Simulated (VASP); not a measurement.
# Al (Fm-3m) in VASP: density of states with PBEsol

Aim: the density of states of Al with PBEsol.

All numbers are computed with VASP 6.6.1; they aren't measurements. Logs are shortened: lines on timing, memory, paths and dates and some standing lists are left out, and cuts for length are marked.

## 1. The cell of the first run

Symmetry: Fm-3m, No. 225, cubic system. The conventional cell has a = 3.077 Å, b = 3.077 Å, c = 3.077 Å, α = 90.00°, β = 90.00°, γ = 90.00°. Within 2.9 Å of Al (site symmetry m-3m) lie 12 Al at 2.18 Å.

## 2. Density of states, PBEsol (volume scaled by 0.45)

File POSCAR:

```
Al
1.0
    0.0000000000      1.5385914522      1.5385914522
    1.5385914522      0.0000000000      1.5385914522
    1.5385914522      1.5385914522      0.0000000000
Al
1
Direct
    0.0000000000      0.0000000000      0.0000000000
```

File INCAR.step1:

```
SYSTEM = Al
PREC     = Accurate       ! precision mode
ENCUT    = 520            ! plane-wave cutoff, eV
EDIFF    = 1E-7           ! SCF threshold, eV
ISMEAR   = -1             ! smearing method
SIGMA    = 0.08           ! smearing width, eV
LREAL    = .False.        ! projectors in reciprocal space
LASPH    = .True.         ! aspherical terms in the spheres
NELM     = 60             ! most SCF steps
ALGO     = Normal         ! electronic algorithm
ISIF     = 2              ! what is computed and relaxed
LWAVE    = .False.        ! write WAVECAR
LCHARG   = .True.         ! write CHGCAR
GGA      = PS             ! functional
NBANDS   = 8              ! bands
```

File KPOINTS.step1:

```
regular mesh
0
Gamma
  18 18 18
  0 0 0
```

File INCAR.step2:

```
SYSTEM = Al
PREC     = Accurate       ! precision mode
ENCUT    = 520            ! plane-wave cutoff, eV
EDIFF    = 1E-7           ! SCF threshold, eV
ISMEAR   = -5             ! smearing method
SIGMA    = 0.08           ! smearing width, eV
LREAL    = .False.        ! projectors in reciprocal space
LASPH    = .True.         ! aspherical terms in the spheres
NELM     = 60             ! most SCF steps
ALGO     = Normal         ! electronic algorithm
ISIF     = 2              ! what is computed and relaxed
LWAVE    = .False.        ! write WAVECAR
LCHARG   = .False.        ! write CHGCAR
GGA      = PS             ! functional
LORBIT   = 11             ! projections on sites
NEDOS    = 2001           ! points of the DOS
ICHARG   = 11             ! starting density
```

File KPOINTS.step2:

```
regular mesh
0
Gamma
  27 27 27
  0 0 0
```

Potentials or basis: VASP PAW PBE potentials, release 64 (Al).

Command:

```sh
> cat potpaw_PBE.64/Al/POTCAR > POTCAR
> cp INCAR.step1 INCAR
> cp KPOINTS.step1 KPOINTS
> mpirun -np 1 vasp_std > vasp.out
> cp INCAR.step2 INCAR
> cp KPOINTS.step2 KPOINTS
> mpirun -np 1 vasp_std > vasp.out
```

OUTCAR:

```text
SYSTEM = Al
   PREC = Accurate
   ENCUT = 520
   EDIFF = 1E-7
   ISMEAR = -5
   LREAL = .False.
   LASPH = .True.
   NELM = 60
   ISIF = 2
   GGA = PS
   LORBIT = 11
   ICHARG = 11

 ion  position               nearest neighbor table
   1  0.000  0.000  0.000-

  LATTYP: Found a face centered cubic cell.
 ALAT       =     3.0771829044

  Lattice vectors:

 A1 = (   0.0000000000,   1.5385914522,   1.5385914522)
 A2 = (   1.5385914522,   0.0000000000,   1.5385914522)
 A3 = (   1.5385914522,   1.5385914522,   0.0000000000)

Analysis of symmetry for initial positions (statically):
=====================================================================
 Subroutine PRICEL returns:
 Original cell was already a primitive cell.

 Routine SETGRP: Setting up the symmetry group for a
 face centered cubic supercell.

 Subroutine GETGRP returns: Found 48 space group operations
 (whereof 48 operations were pure point group operations)
 out of a pool of 48 trial point group operations.

The static configuration has the point symmetry O_h .

Analysis of symmetry for dynamics (positions and initial velocities):
=====================================================================
 Subroutine PRICEL returns:
 Original cell was already a primitive cell.

 Routine SETGRP: Setting up the symmetry group for a
 face centered cubic supercell.

 Subroutine GETGRP returns: Found 48 space group operations
 (whereof 48 operations were pure point group operations)
 out of a pool of 48 trial point group operations.

The dynamic configuration has the point symmetry O_h .

 Subroutine INISYM returns: Found 48 space group operations
 (whereof 48 operations are pure point group operations),
 and found     1 'primitive' translations

----------------------------------------------------------------------------------------

                                     Primitive cell

  volume of cell :       7.2845

  direct lattice vectors                    reciprocal lattice vectors
     0.000000000  1.538591452  1.538591452    -0.324972558  0.324972558  0.324972558
     1.538591452  0.000000000  1.538591452     0.324972558 -0.324972558  0.324972558
     1.538591452  1.538591452  0.000000000     0.324972558  0.324972558 -0.324972558

  length of vectors
[... 75 lines left out ...]
   ICHARG =     11    charge: 1-file 2-atom 10-const
   ISPIN  =      1    spin polarized calculation?
   LNONCOLLINEAR =      F non collinear calculations
   LSORBIT =      F    spin-orbit coupling
   LASPH  =      T    aspherical Exc in radial PAW
   ENCUT  =  520.0 eV  38.22 Ry    6.18 a.u.   4.05  4.05  4.05*2*pi/ulx,y,z
   NELM   =     60;   NELMIN=  2; NELMDL=  0     # of ELM steps
   EDIFF  = 0.1E-06   stopping-criterion for ELM
   LREAL  =      F    real-space projection
   EDIFFG = 0.1E-05   stopping-criterion for IOM
   NSW    =      0    number of steps for IOM
   IBRION =     -1    ionic relax: 0-MD 1-quasi-New 2-CG
   NFREE  =      0    steps in history (QN), initial steepest desc. (CG)
   ISIF   =      2    stress and relaxation
   ISYM   =      2    0-nonsym 1-usesym 2-fastsym
   POTIM  = 0.5000    time-step for ionic-motion
   TEBEG  =    0.0;   TEEND  =   0.0 temperature during run
   PSTRESS=    0.0 pullay stress
   NELECT =       3.0000    total number of electrons
   NUPDOWN=      -1.0000    fix difference up-down
   EMIN   =  10.00;   EMAX   =-10.00  energy-range for DOS
   EFERMI =   0.00;   METHOD = LEGACY
   ISMEAR =    -5;   SIGMA  =   0.08  broadening in eV -4-tet -1-fermi 0-gaus
   EFERMI_NEDOS =   21; number of points for ismear=-14 and -15
   IALGO  =     38    algorithm
   IMIX   =      4    mixing-type and parameters
     AMIX     =   0.40;   BMIX     =  1.00
     AMIX_MAG =   1.60;   BMIX_MAG =  1.00
  volume/ion in A,a.u.               =       7.28        49.16
  Fermi-wavevector in a.u.,A,eV,Ry     =   1.218004  2.301693 20.184692  1.483533
  Thomas-Fermi vector in A             =   2.353305
   LORBIT       =     11    0 simple, 1 ext, 2 COOP (PROOUT), +10 PAW based schemes
   GGA     = PS    functional components
   LHFCALC =     F    Hartree Fock is set to
   AEXX    =    0.0000 exact exchange contribution
   IVDW    =     0    specifies the selected vdW correction
   LEPSILON=     F    determine dielectric tensor
   LRPA    =     F    only Hartree local field effects (RPA)
 non-spin polarized calculation
 Fermi weights with tetrahedron method with Bloechl corrections
  energy-cutoff  :      520.00
  volume of cell :        7.28
 maximum number of plane-waves:       205

 number of electron       3.0000000 magnetization

 Free energy of the ion-electron system (eV)
  ---------------------------------------------------
  ext. energy  EPLUGINS =         0.00000000
  ---------------------------------------------------
  free energy    TOTEN  =         0.79121833 eV

  energy without entropy =        0.79121833  energy(sigma->0) =        0.79121833

 E-fermi :  19.3763     XC(G=0): -13.6960

 val. band max:       19.6443277527   @ k =  -0.3704   0.4444   0.1852
 cond. band min:      19.2972131023   @ k =  -0.2963   0.4815   0.1852
 fundamental gap:     -0.3471146504
 Fermi energy:        19.3763379788

 k-point     1 :       0.0000    0.0000    0.0000
  band No.  band energies     occupation
      1       1.9195      2.00000
      2      37.8209      0.00000
      3      37.8209      0.00000
      4      37.8209      0.00000
      5      43.5316      0.00000
[... 177 lines left out ...]
 k-point    24 :       0.3704    0.0370    0.0000
  band No.  band energies     occupation
      1       7.6584      2.00000
      2      19.3512      1.01382
      3      35.5779      0.00000
      4      35.7606      0.00000
      5      42.4829      0.00000

 [... further k-points ...]
[... 5 lines left out ...]
  --------------------------------------------------------------------------------------
  -------------------------------------------------------------------------------------
  Total       15.6151598     15.6151598     15.6151598      0.0000000     -0.0000000     -0.0000000
  in kB     3434.4490157   3434.4490157   3434.4490157      0.0000000     -0.0000000     -0.0000000
  external PRESSURE =    3434.4490157 kB  Pullay stress =       0.0000000 kB

 VOLUME and BASIS-vectors are now :
 -----------------------------------------------------------------------------
  energy-cutoff  :      520.00
  volume of cell :        7.28
      direct lattice vectors                 reciprocal lattice vectors
     0.000000000  1.538591452  1.538591452    -0.324972558  0.324972558  0.324972558
     1.538591452  0.000000000  1.538591452     0.324972558 -0.324972558  0.324972558
     1.538591452  1.538591452  0.000000000     0.324972558  0.324972558 -0.324972558

 POSITION                                       TOTAL-FORCE (eV/Angst)
 -----------------------------------------------------------------------------------
      0.00000      0.00000      0.00000         0.000000     -0.000000     -0.000000
 -----------------------------------------------------------------------------------
    total drift:                               -0.000000      0.000000      0.000000

  FREE ENERGIE OF THE ION-ELECTRON SYSTEM (eV)
  ---------------------------------------------------
  free  energy   TOTEN  =         0.7912183347 eV

  energy  without entropy=        0.7912183347  energy(sigma->0) =        0.79121833

 total charge

# of ion       s       p       d       tot
------------------------------------------
    1        0.564   0.845   0.000   1.408
```

OUTCAR.step1:

```text
SYSTEM = Al
   PREC = Accurate
   ENCUT = 520
   EDIFF = 1E-7
   ISMEAR = -1
   LREAL = .False.
[... 481 lines left out ...]
 -----------------------------------------------------------------------------------
      0.00000      0.00000      0.00000         0.000000      0.000000      0.000000
 -----------------------------------------------------------------------------------
    total drift:                                0.000000     -0.000000     -0.000000

  FREE ENERGIE OF THE ION-ELECTRON SYSTEM (eV)
  ---------------------------------------------------
  free  energy   TOTEN  =         0.7906142637 eV

  energy  without entropy=        0.7960402937  energy(sigma->0) =        0.79332728
```

OSZICAR.step1:

```text
N       E                     dE             d eps       ncg     rms          rms(c)
DAV:   1     0.298188702806E+01    0.29819E+01   -0.11600E+03  3232   0.227E+02
DAV:   2     0.579741503726E+00   -0.24021E+01   -0.23234E+01  4864   0.273E+01
DAV:   3     0.575996472585E+00   -0.37450E-02   -0.37437E-02  3912   0.130E+00
DAV:   4     0.575993665220E+00   -0.28074E-05   -0.28092E-05  5272   0.283E-02
DAV:   5     0.575993662512E+00   -0.27076E-08   -0.16840E-09  3960   0.151E-04    0.496E+00
DAV:   6     0.712945483315E+00    0.13695E+00   -0.61094E-03  3656   0.530E-01    0.247E+00
DAV:   7     0.789776534411E+00    0.76831E-01   -0.13084E-02  3576   0.745E-01    0.650E-01
DAV:   8     0.790601629614E+00    0.82510E-03   -0.14454E-04  5240   0.623E-02    0.120E-01
DAV:   9     0.790614329600E+00    0.12700E-04   -0.48432E-06  3928   0.154E-02    0.191E-03
DAV:  10     0.790614263661E+00   -0.65939E-07   -0.40809E-08  5048   0.128E-03
   1 F= 0.79061426E+00 E0= 0.79332728E+00  d E =-.542603E-02
```

Wall time 29 s (1 thread of AMD EPYC 7R13, shared host); peak memory 0.1 GiB.

Results:

| Item | Value |
| --- | --- |
| Valence electrons inside the program's atomic spheres | Al 1.41 |

Levels at points of the mesh, in eV from the Fermi level:
```csv
k point,band 1,band 2,band 3,band 4
"(0.00, 0.00, 0.00)",-17.46,18.44,18.44,18.44
```

Caveat: the PAW data sets were made with another functional, which shifts forces and pressure a little; tetrahedron occupations give inexact forces and stress in metals.
